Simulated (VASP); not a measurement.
The system is HgMo.

```
Hg Mo
1.0
     3.16749    0.00000    0.00000
     0.00000    3.16749    0.00000
     0.00000    0.00000    4.15167
Hg Mo
1 1
Cartesian
  1.5837 1.5837 2.0758
  0.0000 0.0000 0.0000
```

| Item | Value |
| --- | --- |
| Program | VASP 6.6.1 |
| Task | relaxation of cell and atoms |
| Functional | PBE |
| Potentials or basis | VASP PAW PBE potentials, release 64 (Hg, Mo_sv) |
| Cutoff | 600 eV |
| k mesh | 6 × 6 × 4 |
| Occupations | gaussian, width 0.1 eV |
| Spin | no spin polarisation |

At the start: pressure -16.3 GPa; volume 20.83 Å³/atom.

Problem. How do energy, volume and symmetry change on relaxing?

Solution. Over 11 steps the energy falls by 289.7 meV/atom and the volume is 18.07 Å³/atom (-13.3 %); space group P4/mmm (No. 123, to 0.05 Å).

Step by step:
| step | energy change (eV) | largest force (eV/Å) | pressure (GPa) | volume (Å³) |
| --- | --- | --- | --- | --- |
| 1 | 0.0000 | 0.0000 | -16.33 | 41.65 |
| 2 | 0.2868 | 0.0000 | 46.04 | 30.10 |
| 3 | -0.3724 | 0.0000 | 0.11 | 35.94 |
| 4 | -0.3731 | 0.0000 | 0.85 | 35.78 |
| 5 | -0.4563 | 0.0000 | 1.89 | 35.59 |
| 6 | -0.5323 | 0.0000 | 8.57 | 34.61 |
| 7 | -0.5540 | 0.0000 | 5.09 | 35.04 |
| 8 | -0.5554 | 0.0000 | 6.07 | 34.90 |
| 9 | -0.5716 | 0.0000 | -2.18 | 36.78 |
| 10 | -0.5786 | 0.0000 | 0.54 | 36.09 |
| 11 | -0.5794 | 0.0000 | 0.20 | 36.13 |

Final structure:
```yaml
crystal:
  lattice:
    - [2.80660, 0.00000, 0.00000]
    - [0.00000, 2.80660, 0.00000]
    - [0.00000, 0.00000, 4.58732]
  atoms:
    - { symbol: Hg, position: [0.50000, 0.50000, 0.50000] }
    - { symbol: Mo, position: [0.00000, 0.00000, 0.00000] }
```

Caveat: the k points lie up to 0.37 Å⁻¹ apart in the final cell.
